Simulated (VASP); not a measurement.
# NaF (I4/mmm) in VASP: a series of runs

Runs on NaF. Level: r2SCAN. Tasks: single point.

Program: VASP 6.6.1. These are calculated values, not measurements. Logs are shortened: lines on timing, memory, paths and dates and some standing lists are left out, and cuts for length are marked.

## Step 1: The cell of the first run

The structure is tetragonal, space group I4/mmm (No. 139). The conventional cell has a = 3.265 Å, b = 3.265 Å, c = 4.580 Å, α = 90.00°, β = 90.00°, γ = 90.00°. Na (site symmetry 4/mmm) has 6 F at 2.29 to 2.31 Å within 3.0 Å. F (site symmetry 4/mmm) has 6 Na at 2.29 to 2.31 Å within 3.0 Å.

## Step 2: Single point, r2SCAN (in-plane strain +0.005)

The input, POSCAR:

```
NaF
1.0
    2.3085569110      2.3085569110      0.0000000000
   -2.3085569110      2.3085569110      0.0000000000
    0.0000000000      2.3085569110      2.2901803386
Na F
1 1
Direct
    0.0000000000      0.0000000000      0.0000000000
    0.5000000000      0.5000000000      0.0000000000
```

The input, INCAR.step1:

```
ALGO = Normal
EDIFF = 1E-4
ENCUT = 520
GGA = PE
ISMEAR = 0
LASPH = True
LCHARG = False
LREAL = False
LWAVE = True
NBANDS = 14
NELM = 60
PREC = Accurate
SIGMA = 0.01
```

The input, INCAR.step2:

```
ALGO = Normal
EDIFF = 1E-6
ENCUT = 520
ISIF = 2
ISMEAR = 0
ISTART = 1
LASPH = True
LCHARG = False
LMIXTAU = True
LREAL = False
LWAVE = False
METAGGA = R2SCAN
NBANDS = 14
NELM = 60
PREC = Accurate
SIGMA = 0.01
```

The input, KPOINTS:

```
k-points
0
Gamma
  8 8 8
```

Potentials or basis: VASP PAW PBE potentials, release 64 (Na_pv, F).

The run is started by

```sh
cat potpaw_PBE.64/Na_pv/POTCAR potpaw_PBE.64/F/POTCAR > POTCAR
cp INCAR.step1 INCAR
mpirun -np 1 vasp_std > vasp.out
cp INCAR.step2 INCAR
mpirun -np 1 vasp_std > vasp.out
```

OUTCAR:

```text
EDIFF = 1E-6
   ENCUT = 520
   ISIF = 2
   ISMEAR = 0
   ISTART = 1
   LASPH = True
   LREAL = False
   METAGGA = R2SCAN
   NELM = 60
   PREC = Accurate

 ion  position               nearest neighbor table
   1  0.000  0.000  0.000-   2 2.29   2 2.29   2 2.31   2 2.31   2 2.31   2 2.31
   2  0.500  0.500  0.000-   1 2.29   1 2.29   1 2.31   1 2.31   1 2.31   1 2.31

  LATTYP: Found a body centered tetragonal cell.
 ALAT       =     3.2647924930
 C/A-ratio  =     1.4029561410

  Lattice vectors:

 A1 = (   2.3085569110,   0.0000000000,  -2.2901803386)
 A2 = (  -2.3085569110,   0.0000000000,  -2.2901803386)
 A3 = (   0.0000000000,   2.3085569110,   2.2901803386)

Analysis of symmetry for initial positions (statically):
=====================================================================
 Subroutine PRICEL returns:
 Original cell was already a primitive cell.

 Routine SETGRP: Setting up the symmetry group for a
 body centered tetragonal supercell.

 Subroutine GETGRP returns: Found 16 space group operations
 (whereof 16 operations were pure point group operations)
 out of a pool of 16 trial point group operations.

The static configuration has the point symmetry D_4h.

Analysis of symmetry for dynamics (positions and initial velocities):
=====================================================================
 Subroutine PRICEL returns:
 Original cell was already a primitive cell.

 Routine SETGRP: Setting up the symmetry group for a
 body centered tetragonal supercell.

 Subroutine GETGRP returns: Found 16 space group operations
 (whereof 16 operations were pure point group operations)
 out of a pool of 16 trial point group operations.

The dynamic configuration has the point symmetry D_4h.

 Subroutine INISYM returns: Found 16 space group operations
 (whereof 16 operations are pure point group operations),
 and found     1 'primitive' translations

----------------------------------------------------------------------------------------

                                     Primitive cell

  volume of cell :      24.4107

  direct lattice vectors                    reciprocal lattice vectors
     2.308556911  2.308556911  0.000000000     0.216585520  0.216585520 -0.218323418
    -2.308556911  2.308556911  0.000000000    -0.216585520  0.216585520 -0.218323418
     0.000000000  2.308556911  2.290180339     0.000000000  0.000000000  0.436646837

  length of vectors
     3.264792493  3.264792493  3.251824256     0.376143178  0.376143178  0.436646837

  position of ions in fractional coordinates (direct lattice)
     0.000000000  0.000000000  0.000000000
     0.500000000  0.500000000  0.000000000

  ion indices of the primitive-cell ions
   primitive index   ion index
                 1           1
                 2           2

----------------------------------------------------------------------------------------

 KPOINTS: k-points

Automatic generation of k-mesh.
 Grid dimensions read from file:
 generate k-points for:    8    8    8

 Generating k-lattice:

  Cartesian coordinates                     Fractional coordinates (reciprocal lattice)
     0.027073190  0.027073190 -0.027290427     0.125000000  0.000000000 -0.000000000
    -0.027073190  0.027073190 -0.027290427     0.000000000  0.125000000 -0.000000000
     0.000000000  0.000000000  0.054580855     0.000000000  0.000000000  0.125000000

  Length of vectors
     0.047017897  0.047017897  0.054580855

  Shift w.r.t. Gamma in fractional coordinates (k-lattice)
     0.000000000  0.000000000  0.000000000

 Subroutine IBZKPT returns following result:
 ===========================================

 Found     59 irreducible k-points:

 Following reciprocal coordinates:
            Coordinates               Weight
  0.000000  0.000000  0.000000      1.000000
  0.125000  0.000000  0.000000      8.000000
  0.250000  0.000000  0.000000      8.000000
  0.375000  0.000000  0.000000      8.000000
  0.500000  0.000000  0.000000      4.000000
  0.125000  0.125000  0.000000      8.000000
[... 16 lines left out ...]
  0.250000  0.000000  0.125000      4.000000
  0.375000  0.000000  0.125000      8.000000
 [... further k-points ...]
   k-points           NKPTS =     59   k-points in BZ     NKDIM =     59   number of bands    NBANDS=     14
   number of dos      NEDOS =    301   number of ions     NIONS =      2
   total plane-waves  NPLWV =  13824
   dimension x,y,z NGX =    24 NGY =   24 NGZ =   24
   dimension x,y,z NGXF=    48 NGYF=   48 NGZF=   48
   ions per type =               1   1
   NGX,Y,Z   is equivalent  to a cutoff of  12.22, 12.22, 12.27 a.u.
   NGXF,Y,Z  is equivalent  to a cutoff of  24.44, 24.44, 24.54 a.u.
 SYSTEM =  unknown system
   PREC   = accura    normal or accurate (medium, high low for compatibility)
   ISTART =      1    job   : 0-new  1-cont  2-samecut
   ICHARG =      0    charge: 1-file 2-atom 10-const
   ISPIN  =      1    spin polarized calculation?
   LNONCOLLINEAR =      F non collinear calculations
   LSORBIT =      F    spin-orbit coupling
   LASPH  =      T    aspherical Exc in radial PAW
   ENCUT  =  520.0 eV  38.22 Ry    6.18 a.u.   6.07  6.07  6.05*2*pi/ulx,y,z
   NELM   =     60;   NELMIN=  2; NELMDL=  0     # of ELM steps
   EDIFF  = 0.1E-05   stopping-criterion for ELM
   LREAL  =      F    real-space projection
   EDIFFG = 0.1E-04   stopping-criterion for IOM
   NSW    =      0    number of steps for IOM
   IBRION =     -1    ionic relax: 0-MD 1-quasi-New 2-CG
   NFREE  =      0    steps in history (QN), initial steepest desc. (CG)
   ISIF   =      2    stress and relaxation
   ISYM   =      2    0-nonsym 1-usesym 2-fastsym
   POTIM  = 0.5000    time-step for ionic-motion
   TEBEG  =    0.0;   TEEND  =   0.0 temperature during run
   PSTRESS=    0.0 pullay stress
   NELECT =      14.0000    total number of electrons
   NUPDOWN=      -1.0000    fix difference up-down
   EMIN   =  10.00;   EMAX   =-10.00  energy-range for DOS
   EFERMI =   0.00;   METHOD = LEGACY
   ISMEAR =     0;   SIGMA  =   0.01  broadening in eV -4-tet -1-fermi 0-gaus
   EFERMI_NEDOS =   21; number of points for ismear=-14 and -15
   IALGO  =     38    algorithm
   IMIX   =      4    mixing-type and parameters
     AMIX     =   0.40;   BMIX     =  1.00
     AMIX_MAG =   1.60;   BMIX_MAG =  1.00
  volume/ion in A,a.u.               =      12.21        82.37
  Fermi-wavevector in a.u.,A,eV,Ry     =   1.360162  2.570333 25.171322  1.850040
  Thomas-Fermi vector in A             =   2.486848
   LORBIT       =      0    0 simple, 1 ext, 2 COOP (PROOUT), +10 PAW based schemes
   METAGGA = R2SCAN    functional components
   LHFCALC =     F    Hartree Fock is set to
   AEXX    =    0.0000 exact exchange contribution
   IVDW    =     0    specifies the selected vdW correction
   LEPSILON=     F    determine dielectric tensor
   LRPA    =     F    only Hartree local field effects (RPA)
 non-spin polarized calculation
 Gauss-broadening in eV      SIGMA  =   0.01
  energy-cutoff  :      520.00
  volume of cell :       24.41
 maximum number of plane-waves:       672
   NGX = 13   NGY = 13   NGZ = 13

 number of electron      13.9999989 magnetization

 Free energy of the ion-electron system (eV)
  ---------------------------------------------------
  ext. energy  EPLUGINS =         0.00000000
  ---------------------------------------------------
  free energy    TOTEN  =       -12.60186144 eV

  energy without entropy =      -12.60186144  energy(sigma->0) =      -12.60186144

 E-fermi :  -2.5614     XC(G=0):  -9.8732

 val. band max:       -2.6431730220   @ k =   0.0000   0.0000   0.0000
 cond. band min:       4.6382690951   @ k =   0.0000   0.0000   0.0000
 fundamental gap:      7.2814421172
 Fermi energy:        -2.5614297100

 k-point     1 :       0.0000    0.0000    0.0000
  band No.  band energies     occupation
      1     -22.9713      2.00000
      2     -22.0878      2.00000
      3     -22.0877      2.00000
      4     -22.0855      2.00000
      5      -2.6439      2.00000
      6      -2.6439      2.00000
      7      -2.6432      2.00000
      8       4.6383      0.00000
      9      17.2613      0.00000
     10      17.2620      0.00000
     11      17.3179      0.00000
     12      19.9746      0.00000
     13      22.4888      0.00000
     14      22.7291      0.00000

 k-point     2 :       0.1250    0.0000    0.0000
  band No.  band energies     occupation
      1     -23.0509      2.00000
      2     -22.0896      2.00000
      3     -22.0880      2.00000
      4     -21.9871      2.00000
      5      -2.9316      2.00000
      6      -2.6855      2.00000
      7      -2.6841      2.00000
      8       5.1864      0.00000
      9      15.4946      0.00000
     10      17.5363      0.00000
     11      17.5798      0.00000
     12      22.0528      0.00000
     13      22.1069      0.00000
     14      22.2743      0.00000

 k-point     3 :       0.2500    0.0000    0.0000
  band No.  band energies     occupation
      1     -23.1982      2.00000
      2     -22.0940      2.00000
      3     -22.0916      2.00000
      4     -21.7904      2.00000
      5      -3.5308      2.00000
      6      -2.7844      2.00000
      7      -2.7808      2.00000
      8       6.5246      0.00000
      9      13.4391      0.00000
     10      18.1958      0.00000
     11      18.2665      0.00000
     12      21.4458      0.00000
     13      21.6268      0.00000
     14      23.3067      0.00000
[... 324 lines left out ...]
 k-point    23 :       0.2500    0.0000    0.1250
  band No.  band energies     occupation
      1     -23.1244      2.00000
      2     -22.1019      2.00000
      3     -22.0885      2.00000
      4     -21.8804      2.00000
      5      -3.2570      2.00000
      6      -2.7889      2.00000
      7      -2.7361      2.00000
      8       5.9840      0.00000
      9      14.2536      0.00000
     10      17.5004      0.00000
     11      18.1514      0.00000
     12      20.9413      0.00000
     13      22.2063      0.00000
     14      23.9348      0.00000

 k-point    24 :       0.3750    0.0000    0.1250
  band No.  band energies     occupation
      1     -23.2192      2.00000
      2     -22.1142      2.00000
      3     -22.0930      2.00000
      4     -21.7357      2.00000
      5      -3.7218      2.00000
      6      -2.9371      2.00000
      7      -2.8330      2.00000
      8       7.3980      0.00000
      9      12.7982      0.00000
     10      17.3757      0.00000
     11      19.1054      0.00000
     12      20.3032      0.00000
     13      21.5433      0.00000
     14      24.6687      0.00000

 [... further k-points ...]
[... 5 lines left out ...]
  --------------------------------------------------------------------------------------
  -------------------------------------------------------------------------------------
  Total       -0.2064219     -0.2064219     -0.1070967      0.0000000      0.0000000     -0.0000000
  in kB      -13.5483205    -13.5483205     -7.0291964      0.0000000      0.0000000     -0.0000000
  external PRESSURE =     -11.3752791 kB  Pullay stress =       0.0000000 kB

 VOLUME and BASIS-vectors are now :
 -----------------------------------------------------------------------------
  energy-cutoff  :      520.00
  volume of cell :       24.41
      direct lattice vectors                 reciprocal lattice vectors
     2.308556911  2.308556911  0.000000000     0.216585520  0.216585520 -0.218323418
    -2.308556911  2.308556911  0.000000000    -0.216585520  0.216585520 -0.218323418
     0.000000000  2.308556911  2.290180339     0.000000000  0.000000000  0.436646837

 POSITION                                       TOTAL-FORCE (eV/Angst)
 -----------------------------------------------------------------------------------
      0.00000      0.00000      0.00000         0.000000      0.000000      0.000000
      0.00000      2.30856      0.00000        -0.000000     -0.000000      0.000000
 -----------------------------------------------------------------------------------
    total drift:                                0.000000     -0.000000     -0.000000

  FREE ENERGIE OF THE ION-ELECTRON SYSTEM (eV)
  ---------------------------------------------------
  free  energy   TOTEN  =       -12.6018614447 eV

  energy  without entropy=      -12.6018614447  energy(sigma->0) =      -12.60186144
```

Run time: 61 s. Hardware: 1 thread of AMD EPYC 7R43 (Zen 3), shared host; peak memory 0.11 GiB.

Results:

```
Free energy            : -12.6019 eV
Pressure               : -1.1 GPa
Band gap on the k mesh : 7.28 eV
```

Stress tensor (GPa, compression positive):
```
-1.35  0.00  0.00
 0.00 -1.35  0.00
 0.00  0.00 -0.70
```

Levels at points of the mesh, in eV from the valence-band top:
```
           k point  band 3  band 4  band 5  band 6  band 7  band 8  band 9  band 10  band 11  band 12
(0.00, 0.00, 0.00)  -19.44  -19.44    0.00    0.00    0.00    7.28   19.90    19.91    19.96    22.62
(0.50, 0.00, 0.00)  -19.45  -18.92   -1.59   -0.28   -0.27   11.75   13.58    21.55    21.71    24.08
(0.50, 0.50, 0.00)  -19.50  -19.50   -1.30   -0.41   -0.40   14.01   14.19    15.03    21.36    21.44
(0.00, 0.00, 0.50)  -19.50  -19.50   -1.28   -0.42   -0.42   13.93   14.30    15.06    21.31    21.31
```

Caveat: the cell differs from its parent crystal (in-plane strain +0.005); the PAW data sets were made with another functional, which shifts forces and pressure a little.

(Continued in part 2 of 4.)
